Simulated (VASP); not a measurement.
# MgH16Cl2O8 in VASP: a series of runs, part 2 of 2

VASP 6.6.1. Earlier steps stand in the parts before.

### Step 3. Single point, PBE+D3(BJ)

The input, INCAR:

```
SYSTEM = MgH16Cl2O8
PREC     = Accurate       ! precision mode
ENCUT    = 520            ! plane-wave cutoff, eV
EDIFF    = 1E-6           ! SCF threshold, eV
ISMEAR   = -1             ! smearing method
SIGMA    = 0.02           ! smearing width, eV
LREAL    = .FALSE.        ! projectors in reciprocal space
LASPH    = .TRUE.         ! aspherical terms in the spheres
NELM     = 120            ! most SCF steps
ALGO     = Normal         ! electronic algorithm
ISIF     = 2              ! what is computed and relaxed
LWAVE    = .FALSE.        ! write WAVECAR
LCHARG   = .FALSE.        ! write CHGCAR
GGA      = PE             ! functional
IVDW     = 12             ! dispersion correction
NBANDS   = 59             ! bands
GGA_COMPAT= .FALSE.
```

The input, KPOINTS:

```
regular mesh
0
G
  1 1 1
  0 0 0
```

The input, POSCAR:

```
MgH16Cl2O8
1.0
    6.9561890000      0.0000000000      0.0000000000
    0.0000000000      6.9561890000      0.0000000000
    0.0000000000      0.0000000000      6.9561890000
O H Mg Cl
8 16 1 2
Direct
    0.8103575104      0.0308070985      0.5145777379
    0.2860905591      1.0062837568      0.7724631979
    1.1092855585      0.2965704353      0.9094203737
    0.9575501758      0.8139514323      0.7966718558
    0.6929368940      0.4730176250      0.8620956101
    0.3389355867      0.5716923448      0.7158086130
    0.2714129820      0.7154492208      0.2815765932
    1.0360126788      0.9631854454      0.1817374427
    0.8728054974     -0.0148932124      0.3971714972
    0.7110358847      0.1186425498      0.4700131063
    0.1957824895      0.9011256020      0.7703787232
    0.3372392556      1.0412598048      0.6468628153
    0.9869197056      0.3154169618      0.8515438554
    1.1630793815      0.1785172887      0.8407189626
    0.8662501838      0.7015335552      0.8004095346
    0.9165363391      0.9151850244      0.7058031344
    0.6703670645      0.5029190552      0.9963645324
    0.5854642535      0.5181860355      0.7940123536
    0.3478485130      0.4419517641      0.6465609258
    0.2811884496      0.5475699410      0.8404026975
    0.1728532678      0.6125480489      0.3044626878
    0.3348385157      0.7415698452      0.4080826441
    1.1575734932      0.8825378379      0.2035166095
    0.9887166666      0.9297907231      0.0568414688
    0.0937869859      0.2355600171      0.1966162794
    0.3855559416      0.2611199897      0.3622673277
    0.9166513446      0.4947824161      0.2742018654
```

Potentials or basis: VASP PAW PBE potentials, release 64 (O, H, Mg, Cl).

Started as:

```
$ cat potpaw_PBE.64/O/POTCAR potpaw_PBE.64/H/POTCAR potpaw_PBE.64/Mg/POTCAR potpaw_PBE.64/Cl/POTCAR > POTCAR
$ mpirun -np 1 vasp_gam > vasp.out
```

OUTCAR:

```text
SYSTEM = MgH16Cl2O8
   PREC = Accurate
   ENCUT = 520
   EDIFF = 1E-6
   ISMEAR = -1
   LREAL = .FALSE.
   LASPH = .TRUE.
   NELM = 120
   ISIF = 2
   GGA = PE
   IVDW = 12
 IVDW          = 12

 ion  position               nearest neighbor table
   1  0.810  0.031  0.515-  10 0.97   9 0.98
   2  0.286  0.006  0.772-  11 0.96  12 0.97
   3  0.109  0.297  0.909-  13 0.95  14 1.02  25 2.05
   4  0.958  0.814  0.797-  16 0.99  15 1.01
   5  0.693  0.473  0.862-  18 0.94  17 0.97
   6  0.339  0.572  0.716-  20 0.97  19 1.02
   7  0.271  0.715  0.282-  22 1.00  21 1.00
   8  0.036  0.963  0.182-  24 0.96  23 1.03  25 1.94
   9  0.873  0.985  0.397-   1 0.98
  10  0.711  0.119  0.470-   1 0.97
  11  0.196  0.901  0.770-   2 0.96
  12  0.337  0.041  0.647-   2 0.97
  13  0.987  0.315  0.852-   3 0.95
  14  0.163  0.179  0.841-   3 1.02
[... 8 lines left out ...]
  23  0.158  0.883  0.204-   8 1.03
  24  0.989  0.930  0.057-   8 0.96
  25  0.094  0.236  0.197-   8 1.94   3 2.05  27 2.25  26 2.34
  26  0.386  0.261  0.362-  25 2.34
  27  0.917  0.495  0.274-  25 2.25

  LATTYP: Found a simple cubic cell.
 ALAT       =     6.9561890000

  Lattice vectors:

 A1 = (   6.9561890000,   0.0000000000,   0.0000000000)
 A2 = (   0.0000000000,   6.9561890000,   0.0000000000)
 A3 = (   0.0000000000,   0.0000000000,   6.9561890000)

Analysis of symmetry for initial positions (statically):
=====================================================================
 Subroutine PRICEL returns:
 Original cell was already a primitive cell.

 Routine SETGRP: Setting up the symmetry group for a
 simple cubic supercell.

 Subroutine GETGRP returns: Found  1 space group operations
 (whereof  1 operations were pure point group operations)
 out of a pool of 48 trial point group operations.

[... 159 lines left out ...]
     AMIX     =   0.40;   BMIX     =  1.00
     AMIX_MAG =   1.60;   BMIX_MAG =  1.00
  volume/ion in A,a.u.               =      12.47        84.13
  Fermi-wavevector in a.u.,A,eV,Ry     =   1.014067  1.916309 13.991313  1.028333
  Thomas-Fermi vector in A             =   2.147273
   LORBIT       =      0    0 simple, 1 ext, 2 COOP (PROOUT), +10 PAW based schemes
   GGA     = PE    functional components
   LHFCALC =     F    Hartree Fock is set to
   AEXX    =    0.0000 exact exchange contribution
   IVDW    =    12    specifies the selected vdW correction
   LEPSILON=     F    determine dielectric tensor
   LRPA    =     F    only Hartree local field effects (RPA)
 non-spin polarized calculation
  energy-cutoff  :      520.00
  volume of cell :      336.60
 maximum number of plane-waves:      4523
 NGX is ok and might be reduce to    50
   NGX = 25   NGY = 25   NGZ = 25

 number of electron      79.9999998 magnetization

 Free energy of the ion-electron system (eV)
  ---------------------------------------------------
  ext. energy  EPLUGINS =         0.00000000
  ---------------------------------------------------
  free energy    TOTEN  =      -127.22791749 eV

  energy without entropy =     -127.22791749  energy(sigma->0) =     -127.22791749

 E-fermi :  -2.6457     XC(G=0):  -6.7645

 val. band max:       -3.1905146562   @ k =   0.0000   0.0000   0.0000
 cond. band min:       1.5468978002   @ k =   0.0000   0.0000   0.0000
 fundamental gap:      4.7374124563
 Fermi energy:        -2.6457327641

 k-point     1 :       0.0000    0.0000    0.0000
  band No.  band energies     occupation
      1     -22.8534      2.00000
      2     -22.6478      2.00000
      3     -21.9893      2.00000
      4     -21.8755      2.00000
      5     -21.7678      2.00000
      6     -21.5292      2.00000
[... 44 lines left out ...]
     51       6.2879      0.00000
     52       6.5029      0.00000
 [bands above 52 left out]

------------------------ aborting loop because EDIFF is reached ----------------------------------------

 Edisp (eV)   -1.25849

 E8    (eV) :    -0.3209

  FORCE on cell =-STRESS in cart. coord.  units (eV):
  Direction    XX          YY          ZZ          XY          YZ          ZX
  --------------------------------------------------------------------------------------
  -------------------------------------------------------------------------------------
  Total       4.13912     2.40760     0.09116    -1.70142    -0.47865     1.34955
  in kB      19.70173    11.45989     0.43389    -8.09857    -2.27831     6.42372
  external pressure =       10.53 kB  Pullay stress =        0.00 kB

 VOLUME and BASIS-vectors are now :
 -----------------------------------------------------------------------------
  energy-cutoff  :      520.00
  volume of cell :      336.60
      direct lattice vectors                 reciprocal lattice vectors
     6.956189000  0.000000000  0.000000000     0.143756876  0.000000000  0.000000000
     0.000000000  6.956189000  0.000000000     0.000000000  0.143756876  0.000000000
     0.000000000  0.000000000  6.956189000     0.000000000  0.000000000  0.143756876

 POSITION                                       TOTAL-FORCE (eV/Angst)
 -----------------------------------------------------------------------------------
      5.63700      0.21430      3.57950         0.156732      0.144661     -0.067655
      1.99010      0.04371      5.37340         0.695482      1.248496      0.544771
      0.76021      2.06300      6.32610         0.722767     -0.655652      0.723137
      6.66090      5.66200      5.54180        -0.030225     -0.385101      0.815473
      4.82020      3.29040      5.99690         2.537416     -0.645796      0.917206
      2.35770      3.97680      4.97930         0.776803     -1.157749     -1.246010
[... 19 lines left out ...]
      2.68200      1.81640      2.52000         0.104248     -0.377073      0.293924
      6.37640      3.44180      1.90740        -0.704220      0.019264      0.301909
 -----------------------------------------------------------------------------------
    total drift:                                0.000663     -0.000960     -0.000470

  FREE ENERGIE OF THE ION-ELECTRON SYSTEM (eV)
  ---------------------------------------------------
  free  energy   TOTEN  =      -128.4864101836 eV

  energy  without entropy=     -128.4864101836  energy(sigma->0) =     -128.48641018
```

OSZICAR:

```text
N       E                     dE             d eps       ncg     rms          rms(c)
DAV:   1     0.662147544110E+03    0.66215E+03   -0.42577E+04   118   0.123E+03
DAV:   2    -0.726429477948E+02   -0.73479E+03   -0.70398E+03   161   0.295E+02
DAV:   3    -0.138517879833E+03   -0.65875E+02   -0.65503E+02   148   0.946E+01
DAV:   4    -0.139599577469E+03   -0.10817E+01   -0.10801E+01   148   0.138E+01
DAV:   5    -0.139619454533E+03   -0.19877E-01   -0.19859E-01   148   0.177E+00    0.216E+01
DAV:   6    -0.127466844296E+03    0.12153E+02   -0.41354E+01   140   0.244E+01    0.841E+00
DAV:   7    -0.127293260239E+03    0.17358E+00   -0.16094E+00   140   0.448E+00    0.542E+00
DAV:   8    -0.127228740953E+03    0.64519E-01   -0.41811E-01   148   0.309E+00    0.765E-01
DAV:   9    -0.127222686729E+03    0.60542E-02   -0.53048E-02   148   0.111E+00    0.350E-01
DAV:  10    -0.127227227798E+03   -0.45411E-02   -0.12351E-02   132   0.447E-01    0.200E-01
DAV:  11    -0.127227540620E+03   -0.31282E-03   -0.48149E-04   148   0.136E-01    0.123E-01
DAV:  12    -0.127227955782E+03   -0.41516E-03   -0.82826E-04   132   0.158E-01    0.317E-02
DAV:  13    -0.127227937317E+03    0.18465E-04   -0.10507E-04   140   0.545E-02    0.118E-02
DAV:  14    -0.127227926105E+03    0.11212E-04   -0.17358E-05   132   0.188E-02    0.763E-03
DAV:  15    -0.127227918390E+03    0.77151E-05   -0.69654E-06   132   0.171E-02    0.483E-03
DAV:  16    -0.127227917495E+03    0.89495E-06   -0.18424E-06   116   0.700E-03
   1 F= -.12848641E+03 E0= -.12848641E+03  d E =-.176317E-11
```

stdout:

```text
POSCAR found type information on POSCAR O H MgCl
 POSCAR found :  4 types and      27 ions
 scaLAPACK will be used
 -----------------------------------------------------------------------------
|                                                                             |
|                                                                             |
|     You have a (more or less) 'large supercell' and for larger cells it     |
|     might be more efficient to use real-space projection operators.         |
|     Therefore, try LREAL= Auto in the INCAR file.                           |
|     Mind: For very accurate calculation, you might also keep the            |
|     reciprocal projection scheme (i.e. LREAL=.FALSE.).                      |
|                                                                             |
 -----------------------------------------------------------------------------

 LDA part: xc-table for (Slater+PW92), standard interpolation
 POSCAR, INCAR and KPOINTS ok, starting setup
 FFT: planning ... GRIDC
 FFT: planning ... GRID_SOFT
 FFT: planning ... GRID
 WAVECAR not read
 entering main loop
```

Run time: 24 s. Hardware: 1 thread of Intel Xeon 6975P-C (Granite Rapids), shared host; peak memory 0.38 GiB.

Results:

| Quantity | Value |
| --- | --- |
| Free energy | -128.4864 eV |
| Pressure | 1.1 GPa |
| Largest force | 2.774 eV/Å |
| Band gap on the k mesh | 4.74 eV |
| Dispersion energy per atom | -0.047 eV |

Forces on the atoms (eV/Å):
```
O    0.157  0.145 -0.068
O    0.695  1.248  0.545
O    0.723 -0.656  0.723
O   -0.030 -0.385  0.815
O    2.537 -0.646  0.917
O    0.777 -1.158 -1.246
O    0.894  0.360  0.879
O    0.249  0.999  0.670
H   -0.004 -0.308 -0.146
H   -0.226  0.177  0.131
H   -0.482 -1.050 -0.540
H   -0.154 -0.277 -0.256
H   -1.494  0.701 -0.514
H    0.671 -0.040 -0.039
H    0.467  0.837 -0.241
H   -0.837 -0.552 -0.138
H    0.037 -0.027  0.283
H   -2.083  0.830 -1.138
H   -0.428  1.537  0.737
H   -0.313 -0.342 -0.049
H    0.198  0.523  0.054
H   -0.532 -0.469 -0.978
H   -0.118 -0.846  0.568
H   -0.663 -0.839 -1.436
Mg   0.558  0.592 -0.133
Cl   0.104 -0.377  0.294
Cl  -0.704  0.019  0.302
```

Caveat: the k points lie up to 0.90 Å⁻¹ apart.

### Step 4. Single point, PBE+D3(BJ)

INCAR is that of step 3.

KPOINTS is that of step 3.

The input, POSCAR:

```
MgH16Cl2O8
1.0
    6.9561890000      0.0000000000      0.0000000000
    0.0000000000      6.9561890000      0.0000000000
    0.0000000000      0.0000000000      6.9561890000
O H Mg Cl
8 16 1 2
Direct
    0.7963555907     -0.0209453768      0.5283208952
    0.3257387055      1.0318437294      0.7523659866
    1.0898352532      0.2740581085      0.8980060778
    0.9639904839      0.7846106539      0.8245606898
    0.7274672957      0.5134564343      0.8644532229
    0.3526931198      0.5704704113      0.7556005163
    0.2694291371      0.7089945371      0.3109604986
    1.0167348817      0.9424125768      0.1501971841
    0.7508709151     -0.0970071400      0.4194969401
    0.7085920178      0.0879648325      0.5346174464
    0.3191258892      0.8958928517      0.7822530411
    0.3304108040      1.0485195270      0.6190027327
    0.9708620625      0.3043764337      0.8385194824
    1.1740624069      0.1908660044      0.8218149334
    0.8530245512      0.7016341850      0.8477055468
    0.9475590729      0.8575385171      0.7080457417
    0.7388240889      0.4589006998      0.9999584543
    0.5856655131      0.5368600537      0.8362337481
    0.3304826824      0.4964212444      0.6315814593
    0.2272077426      0.5802027518      0.8021921199
    0.1881058723      0.5962603949      0.3259255894
    0.3957195528      0.6734578373      0.3754785846
    1.1244519089      0.8735674088      0.2154915572
    0.9975577144      0.8848091965      0.0154969912
    0.0740060398      0.2159228279      0.1965875280
    0.3819763954      0.2388808010      0.3477478832
    0.8977185640      0.4627102570      0.3121105536
```

Potentials or basis: VASP PAW PBE potentials, release 64 (O, H, Mg, Cl).

Started as:

```
$ cat potpaw_PBE.64/O/POTCAR potpaw_PBE.64/H/POTCAR potpaw_PBE.64/Mg/POTCAR potpaw_PBE.64/Cl/POTCAR > POTCAR
$ mpirun -np 1 vasp_gam > vasp.out
```

OUTCAR:

```text
SYSTEM = MgH16Cl2O8
   PREC = Accurate
   ENCUT = 520
   EDIFF = 1E-6
   ISMEAR = -1
   LREAL = .FALSE.
   LASPH = .TRUE.
   NELM = 120
   ISIF = 2
   GGA = PE
   IVDW = 12
 IVDW          = 12

 ion  position               nearest neighbor table
   1  0.796  0.979  0.528-  10 0.97   9 0.98
   2  0.326  0.032  0.752-  12 0.94  11 0.97
   3  0.090  0.274  0.898-  13 0.95  14 0.98  25 2.12
   4  0.964  0.785  0.825-  16 0.96  15 0.98
[... 305 lines left out ...]
  -------------------------------------------------------------------------------------
  Total       0.81789     2.99034    -0.40842     1.25732    -0.65553    -3.33905
  in kB       3.89305    14.23368    -1.94402     5.98468    -3.12023   -15.89351
  external pressure =        5.39 kB  Pullay stress =        0.00 kB

 VOLUME and BASIS-vectors are now :
 -----------------------------------------------------------------------------
  energy-cutoff  :      520.00
  volume of cell :      336.60
      direct lattice vectors                 reciprocal lattice vectors
     6.956189000  0.000000000  0.000000000     0.143756876  0.000000000  0.000000000
     0.000000000  6.956189000  0.000000000     0.000000000  0.143756876  0.000000000
     0.000000000  0.000000000  6.956189000     0.000000000  0.000000000  0.143756876

 POSITION                                       TOTAL-FORCE (eV/Angst)
 -----------------------------------------------------------------------------------
      5.53960      6.81049      3.67510        -0.097456      0.032266     -0.233362
      2.26590      0.22151      5.23360         0.015659      0.062955      2.252000
      0.62491      1.90640      6.24670         0.268561      0.730823      2.017514
      6.70570      5.45790      5.73580         1.731963      0.376760      0.842700
      5.06040      3.57170      6.01330        -0.924024     -0.823719      1.317815
      2.45340      3.96830      5.25610         1.897546     -0.803648     -2.626876
[... 19 lines left out ...]
      2.65710      1.66170      2.41900        -0.237894     -0.088154      0.101308
      6.24470      3.21870      2.17110        -0.337101      0.146208      0.041531
 -----------------------------------------------------------------------------------
    total drift:                               -0.000966      0.001621     -0.001181

  FREE ENERGIE OF THE ION-ELECTRON SYSTEM (eV)
  ---------------------------------------------------
  free  energy   TOTEN  =      -128.5233275463 eV

  energy  without entropy=     -128.5233275462  energy(sigma->0) =     -128.52332755
```

OSZICAR:

```text
N       E                     dE             d eps       ncg     rms          rms(c)
DAV:   1     0.656194726191E+03    0.65619E+03   -0.42522E+04   118   0.124E+03
DAV:   2    -0.714319145755E+02   -0.72763E+03   -0.69329E+03   145   0.295E+02
DAV:   3    -0.138829367514E+03   -0.67397E+02   -0.66946E+02   148   0.961E+01
DAV:   4    -0.139909402416E+03   -0.10800E+01   -0.10783E+01   148   0.139E+01
DAV:   5    -0.139927385577E+03   -0.17983E-01   -0.17963E-01   140   0.171E+00    0.216E+01
DAV:   6    -0.127571042461E+03    0.12356E+02   -0.42115E+01   140   0.244E+01    0.845E+00
DAV:   7    -0.127356040884E+03    0.21500E+00   -0.14637E+00   140   0.452E+00    0.542E+00
DAV:   8    -0.127275068873E+03    0.80972E-01   -0.39512E-01   148   0.310E+00    0.678E-01
DAV:   9    -0.127272875465E+03    0.21934E-02   -0.48349E-02   148   0.107E+00    0.332E-01
DAV:  10    -0.127277608943E+03   -0.47335E-02   -0.12213E-02   124   0.468E-01    0.209E-01
DAV:  11    -0.127277684859E+03   -0.75916E-04   -0.91675E-04   164   0.204E-01    0.119E-01
DAV:  12    -0.127278207140E+03   -0.52228E-03   -0.87769E-04   124   0.173E-01    0.265E-02
DAV:  13    -0.127278206446E+03    0.69420E-06   -0.14099E-04   140   0.561E-02    0.170E-02
DAV:  14    -0.127278198043E+03    0.84032E-05   -0.28087E-05   124   0.273E-02    0.890E-03
DAV:  15    -0.127278194896E+03    0.31471E-05   -0.35166E-06   140   0.129E-02    0.335E-03
DAV:  16    -0.127278193770E+03    0.11253E-05   -0.29551E-06   116   0.919E-03    0.203E-03
DAV:  17    -0.127278193763E+03    0.73542E-08   -0.39073E-07   108   0.430E-03
   1 F= -.12852333E+03 E0= -.12852333E+03  d E =-.327596E-10
```

stdout:

```text
POSCAR found type information on POSCAR O H MgCl
 POSCAR found :  4 types and      27 ions
 scaLAPACK will be used
 -----------------------------------------------------------------------------
|                                                                             |
|                                                                             |
|     You have a (more or less) 'large supercell' and for larger cells it     |
|     might be more efficient to use real-space projection operators.         |
|     Therefore, try LREAL= Auto in the INCAR file.                           |
|     Mind: For very accurate calculation, you might also keep the            |
|     reciprocal projection scheme (i.e. LREAL=.FALSE.).                      |
|                                                                             |
 -----------------------------------------------------------------------------

 LDA part: xc-table for (Slater+PW92), standard interpolation
 POSCAR, INCAR and KPOINTS ok, starting setup
 FFT: planning ... GRIDC
 FFT: planning ... GRID_SOFT
 FFT: planning ... GRID
 WAVECAR not read
 entering main loop
```

Run time: 25 s. Hardware: 1 thread of Intel Xeon 6975P-C (Granite Rapids), shared host; peak memory 0.37 GiB.

What came out:

```yaml
Free_energy: -128.5233 eV
Pressure: 0.5 GPa
Largest_force: 3.339 eV/Å
Band_gap_on_the_k_mesh: 4.60 eV
Dispersion_energy_per_atom: -0.046 eV
```

Forces in eV/Å, atoms in the order of the input:
```
O   -0.097  0.032 -0.233
O    0.016  0.063  2.252
O    0.269  0.731  2.018
O    1.732  0.377  0.843
O   -0.924 -0.824  1.318
O    1.898 -0.804 -2.627
O    1.965 -0.059  0.857
O    0.328  0.427  0.392
H    0.241  0.112  0.022
H   -0.051  0.041  0.005
H   -0.035 -0.247 -0.192
H    0.259  0.132 -2.457
H   -1.089  0.298 -0.918
H    0.425 -0.918 -0.463
H   -0.736 -0.819 -0.261
H   -0.582  0.410 -0.594
H   -0.445  0.873 -1.313
H    0.842 -0.441  0.408
H    0.549  0.615  1.296
H   -2.311  0.272  1.245
H   -0.387 -0.273  0.007
H   -1.617  0.538 -0.969
H   -0.249 -0.383 -0.182
H    0.062  0.011  0.018
Mg   0.513 -0.224 -0.611
Cl  -0.238 -0.088  0.101
Cl  -0.337  0.146  0.042
```

Stress tensor (GPa, compression positive):
```
 0.39  0.60 -1.59
 0.60  1.42 -0.31
-1.59 -0.31 -0.19
```

Caveat: the k points lie up to 0.90 Å⁻¹ apart.
